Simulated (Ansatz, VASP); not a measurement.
## One calculation of Ge, two programs

File INCAR:

```
PREC = Accurate
ENCUT = 520
EDIFF = 1E-8
ISMEAR = -1
SIGMA = 0.05
LREAL = False
LASPH = True
NELM = 100
ALGO = Normal
ISIF = 2
LWAVE = False
LCHARG = False
GGA = PE
LEFG = True
NBANDS = 21
```

KPOINTS

```
regular mesh
0
Gamma
  3 3 3
```

The input POSCAR:

```
Ge
1.0
    0.0000000000      2.8287700000      2.8287700000
    2.8287700000      0.0000000000      2.8287700000
    2.8287700000      2.8287700000      0.0000000000
Ge
2
Direct
    0.5000000000      0.5000000000      0.5000000000
    0.7500000000      0.7500000000      0.7500000000
```

Input for Ansatz:

```yaml
crystal:
  lattice:
    - [0.0, 2.82877, 2.82877]
    - [2.82877, 0.0, 2.82877]
    - [2.82877, 2.82877, 0.0]
  atoms:
    - { symbol: Ge, position: [0.5, 0.5, 0.5] }
    - { symbol: Ge, position: [0.75, 0.75, 0.75] }
kpoints:
  mp_grid: { grid: [3, 3, 3] }
scf:
  occupations: { method: fermi_dirac, width: 0.05 }
hamiltonian:
  xc: pbe
  pseudopotentials: { kind: paw }
output:
  forces: true
  stress: true
  eigenvalues: true
  efg: { contact_densities: true }
```

Alike in both runs: task electric field gradients; functional PBE; k mesh 3 × 3 × 3; occupations fermi-dirac, width 0.05 eV; no spin polarisation.

```csv
,VASP,Ansatz
version,VASP 6.6.1,Ansatz 0.2.0
potentials or method,"VASP PAW PBE potentials, release 64 (Ge_d)","PAW with Ansatz's default frozen-core files, scalar-relativistic"
plane-wave cutoff (eV),520,420
valence electrons in the cell,28,28
```

|  | VASP | Ansatz | Ansatz less VASP |
| --- | --- | --- | --- |
| pressure (GPa) | 5.8 | 5.9 | +0.10 |

The functional is the same, so the differences come from potentials, cutoffs and numerics.

The k mesh is coarse, so the values compare programs but aren't converged.
